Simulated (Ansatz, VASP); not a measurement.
Pb: VASP beside Ansatz

The input INCAR:

```
PREC = Accurate
ENCUT = 520
EDIFF = 1E-8
ISMEAR = -1
SIGMA = 0.08
LREAL = False
LASPH = True
NELM = 60
ALGO = Normal
ISIF = 2
LWAVE = False
LCHARG = False
GGA = PS
LEFG = True
NBANDS = 13
```

KPOINTS

```
Automatic mesh
0
Gamma
  13 13 13
```

The input POSCAR:

```
Pb
1.0
   -1.9004731840      1.9796595667      1.9796595667
    1.9796595667     -1.9004731840      1.9796595667
    1.9796595667      1.9796595667     -1.9004731840
Pb
1
Direct
    0.0000000000      0.0000000000      0.0000000000
```

Input for Ansatz:

```yaml
crystal:
  lattice:
    - [-1.900473184, 1.9796595667, 1.9796595667]
    - [1.9796595667, -1.900473184, 1.9796595667]
    - [1.9796595667, 1.9796595667, -1.900473184]
  atoms:
    - { symbol: Pb, position: [0.0, 0.0, 0.0] }
kpoints:
  mp_grid: { grid: [13, 13, 13] }
scf:
  occupations: { method: fermi_dirac, width: 0.08 }
hamiltonian:
  xc: pbesol
  pseudopotentials: { kind: all_electron, datasets: crystal }
output:
  forces: true
  stress: true
  eigenvalues: true
  efg: { contact_densities: true }
```

Change from the starting cell: equal xy, yz and zx shear strains of +4 %, crystal datasets.

Alike in both runs: task electric field gradients; functional PBEsol; k mesh 13 × 13 × 13; occupations fermi-dirac, width 0.08 eV; no spin polarisation.

|  | VASP | Ansatz |
| --- | --- | --- |
| version | VASP 6.6.1 | Ansatz 0.2.0 |
| potentials or method | VASP PAW PBE potentials, release 64 (Pb_d), cutoff 520 eV | all-electron PAW with datasets made for the crystal, scalar-relativistic |

```tsv
	VASP	Ansatz	Ansatz less VASP
pressure (GPa)	-1.5	-1.4	+0.07
traceless stress, the component that is largest in VASP (GPa)	-0.69	-0.69	0.000
size of Vzz on the site where it differs most (V/Å²)	73.1	75.4	+2.25
```

VASP's potentials were made for PBE, not for PBEsol. Ansatz ran all-electron here, and VASP with PAW potentials.

Spin-orbit coupling is off throughout.
